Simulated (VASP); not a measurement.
# Ta4C in VASP: a series of runs

Ta4C is run at these levels: PBE; tasks: single point.

All numbers are computed with VASP 6.6.1; they aren't measurements. Logs are shortened: lines on timing, memory, paths and dates and some standing lists are left out, and cuts for length are marked.

### 1 The cell of the first run

The cell holds a slab with vacuum, 5 atoms: a = 3.319 Å, b = 3.319 Å, c = 20.300 Å, α = 90.00°, β = 90.00°, γ = 90.00°.

### 2 Single point, PBE

INCAR reads:

```
  PREC = Accurate
  ENCUT = 520
  EDIFF = 1E-7
  ISMEAR = 0
  SIGMA = 0.1
  LREAL = False
  LASPH = True
  NELM = 80
  ALGO = Normal
  ISIF = 2
  LWAVE = False
  LCHARG = False
  LDIPOL = True
  IDIPOL = 3
  DIPOL = 0.5 0.5 0.354
  GGA = PE
  NBANDS = 32
```

KPOINTS reads:

```
Automatic mesh
0
Gamma
  8 8 1
```

POSCAR reads:

```
Ta4C
1.0
    3.3189671336      0.0000000000      0.0000000000
    0.0000000000      3.3189671336      0.0000000000
    0.0000000000      0.0000000000     20.2996557667
Ta C
4 1
Direct
    0.5000000000      0.5000000000      0.1970476764
    0.0000000000      0.0000000000      0.2787970216
    0.5000000000      0.5000000000      0.3599139024
    0.0000000000      0.0000000000      0.4334879304
    0.0000000000      0.3750000000      0.5006259288
```

Potentials or basis: VASP PAW PBE potentials, release 64 (Ta_pv, C).

The run is started by

```console
$ cat potpaw_PBE.64/Ta_pv/POTCAR potpaw_PBE.64/C/POTCAR > POTCAR
$ mpirun -np 1 vasp_std > vasp.out
```

OUTCAR:

```text
PREC = Accurate
   ENCUT = 520
   EDIFF = 1E-7
   ISMEAR = 0
   LREAL = False
   LASPH = True
   NELM = 80
   ISIF = 2
   GGA = PE

 ion  position               nearest neighbor table
   1  0.500  0.500  0.197-   2 2.87   2 2.87   2 2.87   2 2.87   3 3.31
   2  0.000  0.000  0.279-   3 2.87   3 2.87   3 2.87   3 2.87   1 2.87   1 2.87   1 2.87   1 2.87
                             4 3.14
   3  0.500  0.500  0.360-   4 2.78   4 2.78   4 2.78   4 2.78   2 2.87   2 2.87   2 2.87   2 2.87
                             1 3.31
   4  0.000  0.000  0.433-   5 1.85   5 2.48   3 2.78   3 2.78   3 2.78   3 2.78   2 3.14
   5  0.000  0.375  0.501-   4 1.85   4 2.48

  LATTYP: Found a simple tetragonal cell.
 ALAT       =     3.3189671336
 C/A-ratio  =     6.1162569407

  Lattice vectors:

 A1 = (   3.3189671336,   0.0000000000,   0.0000000000)
 A2 = (   0.0000000000,   3.3189671336,   0.0000000000)
 A3 = (   0.0000000000,   0.0000000000,  20.2996557667)

Analysis of symmetry for initial positions (statically):
=====================================================================
 Subroutine PRICEL returns:
 Original cell was already a primitive cell.

 Routine SETGRP: Setting up the symmetry group for a
 simple tetragonal supercell.

 Subroutine GETGRP returns: Found  2 space group operations
 (whereof  2 operations were pure point group operations)
 out of a pool of 16 trial point group operations.

The static configuration has the point symmetry C_1h.

Analysis of symmetry for dynamics (positions and initial velocities):
=====================================================================
 Subroutine PRICEL returns:
 Original cell was already a primitive cell.

 Routine SETGRP: Setting up the symmetry group for a
 simple tetragonal supercell.

 Subroutine GETGRP returns: Found  2 space group operations
 (whereof  2 operations were pure point group operations)
 out of a pool of 16 trial point group operations.

The dynamic configuration has the point symmetry C_1h.

 Subroutine INISYM returns: Found  2 space group operations
 (whereof  2 operations are pure point group operations),
 and found     1 'primitive' translations

----------------------------------------------------------------------------------------

                                     Primitive cell

  volume of cell :     223.6117

  direct lattice vectors                    reciprocal lattice vectors
     3.318967134  0.000000000  0.000000000     0.301298555  0.000000000  0.000000000
     0.000000000  3.318967134  0.000000000     0.000000000  0.301298555  0.000000000
     0.000000000  0.000000000 20.299655767     0.000000000  0.000000000  0.049261919

  length of vectors
     3.318967134  3.318967134 20.299655767     0.301298555  0.301298555  0.049261919

  position of ions in fractional coordinates (direct lattice)
     0.500000000  0.500000000  0.197047676
     0.000000000  0.000000000  0.278797022
     0.500000000  0.500000000  0.359913902
     0.000000000  0.000000000  0.433487930
     0.000000000  0.375000000  0.500625929

  ion indices of the primitive-cell ions
   primitive index   ion index
                 1           1
                 2           2
                 3           3
                 4           4
                 5           5

----------------------------------------------------------------------------------------

 KPOINTS: Automatic mesh

Automatic generation of k-mesh.
 Grid dimensions read from file:
 generate k-points for:    8    8    1

 Generating k-lattice:

  Cartesian coordinates                     Fractional coordinates (reciprocal lattice)
     0.037662319  0.000000000  0.000000000     0.125000000  0.000000000  0.000000000
     0.000000000  0.037662319  0.000000000     0.000000000  0.125000000  0.000000000
     0.000000000  0.000000000  0.049261919     0.000000000  0.000000000  1.000000000

  Length of vectors
     0.037662319  0.037662319  0.049261919

  Shift w.r.t. Gamma in fractional coordinates (k-lattice)
     0.000000000  0.000000000  0.000000000

 Subroutine IBZKPT returns following result:
 ===========================================

 Found     25 irreducible k-points:

 Following reciprocal coordinates:
            Coordinates               Weight
  0.000000  0.000000  0.000000      1.000000
  0.125000  0.000000  0.000000      2.000000
  0.000000  0.125000  0.000000      2.000000
  0.250000  0.000000  0.000000      2.000000
  0.000000  0.250000  0.000000      2.000000
  0.375000  0.000000  0.000000      2.000000
[... 16 lines left out ...]
  0.500000  0.375000  0.000000      2.000000
 -0.375000  0.500000  0.000000      2.000000
   k-points           NKPTS =     25   k-points in BZ     NKDIM =     25   number of bands    NBANDS=     32
   number of dos      NEDOS =    301   number of ions     NIONS =      5
   total plane-waves  NPLWV = 125440
   dimension x,y,z NGX =    28 NGY =   28 NGZ =  160
   dimension x,y,z NGXF=    56 NGYF=   56 NGZF=  320
   ions per type =               4   1
   NGX,Y,Z   is equivalent  to a cutoff of  14.03, 14.03, 13.10 a.u.
   NGXF,Y,Z  is equivalent  to a cutoff of  28.05, 28.05, 26.21 a.u.
 SYSTEM =  unknown system
   PREC   = accura    normal or accurate (medium, high low for compatibility)
   ISTART =      0    job   : 0-new  1-cont  2-samecut
   ICHARG =      2    charge: 1-file 2-atom 10-const
   ISPIN  =      1    spin polarized calculation?
   LNONCOLLINEAR =      F non collinear calculations
   LSORBIT =      F    spin-orbit coupling
   LASPH  =      T    aspherical Exc in radial PAW
   ENCUT  =  520.0 eV  38.22 Ry    6.18 a.u.   6.17  6.17 37.74*2*pi/ulx,y,z
   NELM   =     80;   NELMIN=  2; NELMDL= -5     # of ELM steps
   EDIFF  = 0.1E-06   stopping-criterion for ELM
   LREAL  =      F    real-space projection
   EDIFFG = 0.1E-05   stopping-criterion for IOM
   NSW    =      0    number of steps for IOM
   IBRION =     -1    ionic relax: 0-MD 1-quasi-New 2-CG
   NFREE  =      0    steps in history (QN), initial steepest desc. (CG)
   ISIF   =      2    stress and relaxation
   ISYM   =      2    0-nonsym 1-usesym 2-fastsym
   POTIM  = 0.5000    time-step for ionic-motion
   TEBEG  =    0.0;   TEEND  =   0.0 temperature during run
   PSTRESS=    0.0 pullay stress
   NELECT =      48.0000    total number of electrons
   NUPDOWN=      -1.0000    fix difference up-down
   EMIN   =  10.00;   EMAX   =-10.00  energy-range for DOS
   EFERMI =   0.00;   METHOD = LEGACY
   ISMEAR =     0;   SIGMA  =   0.10  broadening in eV -4-tet -1-fermi 0-gaus
   EFERMI_NEDOS =   21; number of points for ismear=-14 and -15
   IALGO  =     38    algorithm
   IMIX   =      4    mixing-type and parameters
     AMIX     =   0.40;   BMIX     =  1.00
     AMIX_MAG =   1.60;   BMIX_MAG =  1.00
  volume/ion in A,a.u.               =      44.72       301.80
  Fermi-wavevector in a.u.,A,eV,Ry     =   0.980220  1.852348 13.072912  0.960832
  Thomas-Fermi vector in A             =   2.111134
   LORBIT       =      0    0 simple, 1 ext, 2 COOP (PROOUT), +10 PAW based schemes
   GGA     = PE    functional components
   LHFCALC =     F    Hartree Fock is set to
   AEXX    =    0.0000 exact exchange contribution
   IVDW    =     0    specifies the selected vdW correction
   LEPSILON=     F    determine dielectric tensor
   LRPA    =     F    only Hartree local field effects (RPA)
 non-spin polarized calculation
 Gauss-broadening in eV      SIGMA  =   0.10
  energy-cutoff  :      520.00
  volume of cell :      223.61
 maximum number of plane-waves:      6059
 NGX is ok and might be reduce to    28
   NGX = 13   NGY = 13   NGZ = 75

 dipolmoment           0.000000      0.000000     -0.328139 electrons x Angstroem

 number of electron      47.9999995 magnetization

 dipolmoment           0.000000      0.000000      0.156049 electrons x Angstroem

 Free energy of the ion-electron system (eV)
  ---------------------------------------------------
  ext. energy  EPLUGINS =         0.00000000
  ---------------------------------------------------
  free energy    TOTEN  =       -50.01480209 eV

  energy without entropy =      -49.98980610  energy(sigma->0) =      -50.00230410

 E-fermi :  -1.2210     XC(G=0):  -5.5657

 val. band max:       -1.2423532488   @ k =   0.2500   0.2500   0.0000
 cond. band min:      -1.2085194575   @ k =   0.0000   0.1250   0.0000
 fundamental gap:      0.0338337913
 Fermi energy:        -1.2210245402

 k-point     1 :       0.0000    0.0000    0.0000
  band No.  band energies     occupation
      1     -36.1898      2.00000
      2     -36.0061      2.00000
      3     -35.9986      2.00000
      4     -35.4989      2.00000
      5     -35.4339      2.00000
      6     -35.3820      2.00000
[... 24 lines left out ...]
     31       1.5263      0.00000
     32       1.7999      0.00000

 k-point     2 :       0.1250    0.0000    0.0000
  band No.  band energies     occupation
      1     -36.1945      2.00000
      2     -36.0328      2.00000
      3     -35.9979      2.00000
      4     -35.5300      2.00000
      5     -35.4808      2.00000
      6     -35.3571      2.00000
[... 24 lines left out ...]
     31       1.2264      0.00000
     32       1.7129      0.00000

 k-point     3 :       0.0000    0.1250    0.0000
  band No.  band energies     occupation
      1     -36.1942      2.00000
      2     -36.0406      2.00000
      3     -35.9898      2.00000
      4     -35.5259      2.00000
      5     -35.4394      2.00000
      6     -35.4089      2.00000
[... 24 lines left out ...]
     31       1.3086      0.00000
     32       1.5904      0.00000

 k-point     4 :       0.2500    0.0000    0.0000
  band No.  band energies     occupation
      1     -36.2092      2.00000
      2     -36.1108      2.00000
      3     -35.9779      2.00000
      4     -35.6096      2.00000
      5     -35.5600      2.00000
      6     -35.2881      2.00000
[... 24 lines left out ...]
     31       1.2896      0.00000
     32       1.7052      0.00000

 k-point     5 :       0.0000    0.2500    0.0000
  band No.  band energies     occupation
      1     -36.2081      2.00000
      2     -36.1187      2.00000
      3     -35.9685      2.00000
      4     -35.6016      2.00000
      5     -35.5257      2.00000
      6     -35.3381      2.00000
[... 584 lines left out ...]
     31       1.9204      0.00000
     32       2.4746      0.00000

 k-point    22 :       0.3750    0.3750    0.0000
  band No.  band energies     occupation
      1     -36.2021      2.00000
      2     -36.1771      2.00000
      3     -36.1168      2.00000
      4     -35.6803      2.00000
      5     -35.6522      2.00000
      6     -35.4533      2.00000
[... 24 lines left out ...]
     31       2.3606      0.00000
     32       2.7268      0.00000

 k-point    23 :       0.5000    0.3750    0.0000
  band No.  band energies     occupation
      1     -36.2045      2.00000
      2     -36.1998      2.00000
      3     -36.1163      2.00000
      4     -35.7260      2.00000
      5     -35.6576      2.00000
      6     -35.4062      2.00000
[... 24 lines left out ...]
     31       2.2113      0.00000
     32       2.8879      0.00000

 k-point    24 :      -0.3750    0.5000    0.0000
  band No.  band energies     occupation
      1     -36.2182      2.00000
      2     -36.1873      2.00000
      3     -36.1142      2.00000
      4     -35.7025      2.00000
      5     -35.6827      2.00000
      6     -35.3951      2.00000
[... 24 lines left out ...]
     31       2.3423      0.00000
     32       2.5975      0.00000

 [... further k-points ...]

------------------------ aborting loop because EDIFF is reached ----------------------------------------

 vacuum level on the upper side and lower side of the slab       (xc-potential included)         1.093        -1.474

  FORCE on cell =-STRESS in cart. coord.  units (eV):
  Direction    XX          YY          ZZ          XY          YZ          ZX
  --------------------------------------------------------------------------------------
  -------------------------------------------------------------------------------------
  Total       -1.5563875     -1.6012150      0.7050655      0.0000000      3.6715099      0.0000000
  in kB      -11.1515112    -11.4727008      5.0517924      0.0000000     26.3063568      0.0000000
  external PRESSURE =      -5.8574732 kB  Pullay stress =       0.0000000 kB

 VOLUME and BASIS-vectors are now :
 -----------------------------------------------------------------------------
  energy-cutoff  :      520.00
  volume of cell :      223.61
      direct lattice vectors                 reciprocal lattice vectors
     3.318967134  0.000000000  0.000000000     0.301298555  0.000000000  0.000000000
     0.000000000  3.318967134  0.000000000     0.000000000  0.301298555  0.000000000
     0.000000000  0.000000000 20.299655767     0.000000000  0.000000000  0.049261919

 POSITION                                       TOTAL-FORCE (eV/Angst)
 -----------------------------------------------------------------------------------
      1.65948      1.65948      4.00000         0.000000      0.016301      1.139059
      0.00000      0.00000      5.65948         0.000000      0.134032     -1.291340
      1.65948      1.65948      7.30613         0.000000      0.286642     -1.336374
      0.00000      0.00000      8.79966         0.000000     -3.811214      1.384393
      0.00000      1.24461     10.16253         0.000000      3.374240      0.104262
 -----------------------------------------------------------------------------------
    total drift:                               -0.000000      0.000046     -0.000056

  FREE ENERGIE OF THE ION-ELECTRON SYSTEM (eV)
  ---------------------------------------------------
  free  energy   TOTEN  =       -50.0148020863 eV

  energy  without entropy=      -49.9898061046  energy(sigma->0) =      -50.00230410

 vacuum level on the upper side and lower side of the slab         5.179         2.547
```

It took 3.4 min on 1 thread of Intel Xeon 6975P-C (Granite Rapids), shared host; peak memory 0.42 GiB.

Results:

```
Free energy            : -50.0148 eV
Largest force          : 4.055 eV/Å
Band gap on the k mesh : zero (band 24 reaches -0.92 eV, above the bottom of band 25 at -1.26 eV)
```

Forces on the atoms (eV/Å):
```
Ta   0.000  0.016  1.139
Ta   0.000  0.134 -1.291
Ta   0.000  0.287 -1.336
Ta   0.000 -3.811  1.384
C    0.000  3.374  0.104
```

Caveat: spin-orbit coupling is left out, which moves the levels of the heavy elements.

### 3 Single point, PBE

INCAR reads:

```
  PREC = Accurate
  ENCUT = 520
  EDIFF = 1E-6
  ISMEAR = 0
  SIGMA = 0.1
  LREAL = F
  LASPH = T
  NELM = 60
  ALGO = Normal
  ISIF = 2
  LWAVE = F
  LCHARG = F
  LDIPOL = T
  IDIPOL = 3
  DIPOL = 0.5 0.5 0.350
  GGA = PE
  NBANDS = 32
```

KPOINTS is that of step 2.

Changes to POSCAR since step 2:

```diff
@@ -12,2 +12,2 @@
     0.0000000000      0.0000000000      0.4334879304
-    0.0000000000      0.3750000000      0.5006259288
+    0.1250000000      0.5000000000      0.4804624444
```

Potentials or basis: VASP PAW PBE potentials, release 64 (Ta_pv, C).

The run is started by

```console
$ cat potpaw_PBE.64/Ta_pv/POTCAR potpaw_PBE.64/C/POTCAR > POTCAR
$ mpirun -np 1 vasp_std > vasp.out
```

It took 3.3 min on 1 thread of Intel Xeon 6975P-C (Granite Rapids), shared host; peak memory 0.42 GiB.

It converged, with:

```
Free energy            : -51.4728 eV
Largest force          : 1.711 eV/Å
Band gap on the k mesh : zero (band 24 reaches -0.65 eV, above the bottom of band 25 at -1.14 eV)
```

Forces on the atoms (eV/Å):
```
Ta   0.075  0.000  1.218
Ta   0.074  0.000 -1.121
Ta  -0.531  0.000 -1.440
Ta  -1.131  0.000  1.284
C    1.513  0.000  0.059
```

Levels at points of the mesh, in eV from the Fermi level:
| k point | band 21 | band 22 | band 23 | band 24 | band 25 | band 26 | band 27 | band 28 |
| --- | --- | --- | --- | --- | --- | --- | --- | --- |
| (0.00, 0.00, 0.00) | -0.80 | -0.13 | 0.24 | 0.36 | 0.46 | 0.59 | 0.81 | 1.03 |
| (0.50, 0.00, 0.00) | -1.44 | -0.79 | -0.79 | -0.13 | 0.14 | 0.86 | 1.19 | 1.48 |
| (0.00, 0.50, 0.00) | -1.07 | -1.02 | -0.77 | 0.07 | 0.13 | 0.33 | 0.90 | 1.17 |
| (0.50, 0.50, 0.00) | -1.70 | -1.29 | -0.45 | -0.26 | 0.69 | 1.94 | 2.07 | 2.37 |

Caveat: spin-orbit coupling is left out, which moves the levels of the heavy elements.

### 4 Single point, PBE

INCAR reads:

```
SYSTEM = Ta4C
ALGO = Normal ; DIPOL = 0.5 0.5 0.346
EDIFF = 1E-6 ; ENCUT = 520
GGA = PE ; IDIPOL = 3
ISIF = 2 ; ISMEAR = 0
LASPH = .TRUE. ; LCHARG = .FALSE.
LDIPOL = .TRUE. ; LREAL = .FALSE.
LWAVE = .FALSE. ; NBANDS = 32
NELM = 60 ; PREC = Accurate
SIGMA = 0.1
```

KPOINTS reads:

```
k-points
0
G
  8 8 1
  0 0 0
```

Changes to POSCAR since step 3:

```diff
@@ -12,2 +12,2 @@
     0.0000000000      0.0000000000      0.4334879304
-    0.1250000000      0.5000000000      0.4804624444
+    0.3750000000      0.5000000000      0.4602290421
```

The run is started by

```console
$ cat potpaw_PBE.64/Ta_pv/POTCAR potpaw_PBE.64/C/POTCAR > POTCAR
$ mpirun -np 1 vasp_std > vasp.out
```

It took 2.9 min on 1 thread of Intel Xeon 6975P-C (Granite Rapids), shared host; peak memory 0.42 GiB.

It converged, with:

```
Free energy            : -52.9418 eV
Largest force          : 4.154 eV/Å
Band gap on the k mesh : zero (band 24 reaches -0.29 eV, above the bottom of band 25 at -0.75 eV)
```

Forces on the atoms (eV/Å):
```
Ta  -0.033  0.000  1.440
Ta   0.173  0.000 -1.443
Ta   0.313  0.000 -4.142
Ta  -0.508  0.000  4.114
C    0.056  0.000  0.031
```

Levels at points of the mesh, in eV from the Fermi level:
```csv
k point,band 20,band 21,band 22,band 23,band 24,band 25,band 26,band 27,band 28,band 29
"(0.00, 0.00, 0.00)",-1.99,-0.84,-0.01,0.27,0.40,0.57,0.57,0.84,0.92,1.71
"(0.50, 0.00, 0.00)",-1.45,-1.38,-0.70,-0.58,-0.02,0.25,0.87,1.78,2.13,2.58
"(0.00, 0.50, 0.00)",-1.44,-1.38,-0.63,-0.59,-0.01,0.24,0.84,1.46,1.99,2.43
"(0.50, 0.50, 0.00)",-1.68,-1.66,-1.59,-0.42,-0.31,0.04,2.17,2.17,2.52,2.69
```

Caveat: spin-orbit coupling is left out, which moves the levels of the heavy elements.
